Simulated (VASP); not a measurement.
**LiNbO3: single point with PBE**

The system is LiNbO3.

```
CELL_PARAMETERS angstrom
-5.13780 -2.96631 4.49957
5.13780 -2.96631 4.49957
0.00000 5.93262 4.49957
ATOMIC_POSITIONS crystal
Li 0.25000 0.25000 0.25000
Li 0.75000 0.75000 0.25000
Li 0.75000 0.25000 0.75000
Li 0.25000 0.75000 0.75000
Li 0.75000 0.25000 0.25000
Li 0.25000 0.75000 0.25000
Li 0.25000 0.25000 0.75000
Li 0.75000 0.75000 0.75000
Nb 0.00000 0.00000 0.00000
Nb 0.50000 0.50000 0.00000
Nb 0.50000 0.00000 0.50000
Nb 0.00000 0.50000 0.50000
Nb 0.50000 0.00000 0.00000
Nb 0.00000 0.50000 0.00000
Nb 0.00000 0.00000 0.50000
Nb 0.50000 0.50000 0.50000
O 0.56283 0.43717 0.25000
O 0.06283 0.93717 0.25000
O 0.06283 0.43717 0.75000
O 0.56283 0.93717 0.75000
O 0.75000 0.06283 0.43717
O 0.25000 0.56283 0.43717
O 0.25000 0.06283 0.93717
O 0.75000 0.56283 0.93717
O 0.93717 0.25000 0.06283
O 0.43717 0.75000 0.06283
O 0.43717 0.25000 0.56283
O 0.93717 0.75000 0.56283
O 0.25000 0.43717 0.06283
O 0.75000 0.93717 0.06283
O 0.75000 0.43717 0.56283
O 0.25000 0.93717 0.56283
O 0.43717 0.06283 0.25000
O 0.93717 0.56283 0.25000
O 0.93717 0.06283 0.75000
O 0.43717 0.56283 0.75000
O 0.06283 0.25000 0.43717
O 0.56283 0.75000 0.43717
O 0.56283 0.25000 0.93717
O 0.06283 0.75000 0.93717
```

```
Program             : VASP 6.6.1
Task                : single point
Functional          : PBE
Potentials or basis : VASP PAW PBE potentials, release 64 (Li_sv, Nb_sv, O)
Cutoff              : 520 eV
k mesh              : 3 × 3 × 3
Occupations         : gaussian, width 0.05 eV
Spin                : no spin polarisation
```

```
Largest force          : 0.116 eV/Å
Band gap on the k mesh : 2.67 eV
```

Forces on the atoms (eV/Å):
```
Li   0.000  0.000  0.000
Li   0.000  0.000  0.000
Li   0.000  0.000  0.000
Li   0.000  0.000  0.000
Li   0.000  0.000  0.000
Li   0.000  0.000  0.000
Li   0.000  0.000  0.000
Li   0.000  0.000  0.000
Nb   0.000  0.000  0.000
Nb   0.000  0.000  0.000
Nb   0.000  0.000  0.000
Nb   0.000  0.000  0.000
Nb   0.000  0.000  0.000
Nb   0.000  0.000  0.000
Nb   0.000  0.000  0.000
Nb   0.000  0.000  0.000
O   -0.116  0.000  0.000
O   -0.116  0.000  0.000
O   -0.116  0.000  0.000
O   -0.116  0.000  0.000
O    0.058 -0.100  0.000
O    0.058 -0.100  0.000
O    0.058 -0.100  0.000
O    0.058 -0.100  0.000
O    0.058  0.100  0.000
O    0.058  0.100  0.000
O    0.058  0.100  0.000
O    0.058  0.100  0.000
O   -0.058  0.100  0.000
O   -0.058  0.100  0.000
O   -0.058  0.100  0.000
O   -0.058  0.100  0.000
O    0.116  0.000  0.000
O    0.116  0.000  0.000
O    0.116  0.000  0.000
O    0.116  0.000  0.000
O   -0.058 -0.100  0.000
O   -0.058 -0.100  0.000
O   -0.058 -0.100  0.000
O   -0.058 -0.100  0.000
```

Levels at points of the mesh, in eV from the valence-band top:
| k point | band 132 | band 133 | band 134 | band 135 | band 136 | band 137 | band 138 | band 139 | band 140 | band 141 |
| --- | --- | --- | --- | --- | --- | --- | --- | --- | --- | --- |
| (0.00, 0.00, 0.00) | -0.26 | -0.26 | -0.20 | -0.20 | 0.00 | 2.67 | 2.67 | 2.67 | 2.73 | 2.73 |

It took 94 s on 1 × NVIDIA H100 80GB with 1 thread of AMD EPYC 7R13 Processor (Zen 3) (shared host), peak memory 1.6 GiB.

 A k mesh can miss the band edges.
